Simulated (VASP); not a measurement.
Here is a VASP 6.6.1 calculation.

INCAR

```
SYSTEM = Al
  PREC = Accurate
  ENCUT = 520
  EDIFF = 1E-7
  ISMEAR = 0
  SIGMA = 0.1
  LREAL = .FALSE.
  LASPH = .TRUE.
  NELM = 60
  ALGO = Fast
  ISIF = 2
  LWAVE = .FALSE.
  LCHARG = .FALSE.
  GGA = PS
  NBANDS = 8
```

The input KPOINTS:

```
Automatic mesh
0
G
  14 14 16
  0 0 0
```

Contents of POSCAR:

```
Al
1.0
   -0.0824569452      2.1245920458      2.1323438892
    2.0867436198     -0.0641399262      2.1140268702
    2.0477617650      2.0672931720     -0.0251580714
Al
1
Direct
    0.0000000000      0.0000000000      0.0000000000
```

Potentials or basis: VASP PAW PBE potentials, release 64 (Al).

The run is started by

```sh
$ cat potpaw_PBE.64/Al/POTCAR > POTCAR
$ mpirun -np 1 vasp_std > vasp.out
```

(1) What does it give for the pressure?

Results:

(1) -9.2 GPa.

Caveat: the cell differs from its parent crystal (the cell strained at random); the PAW data sets were made with another functional, which shifts forces and pressure a little.
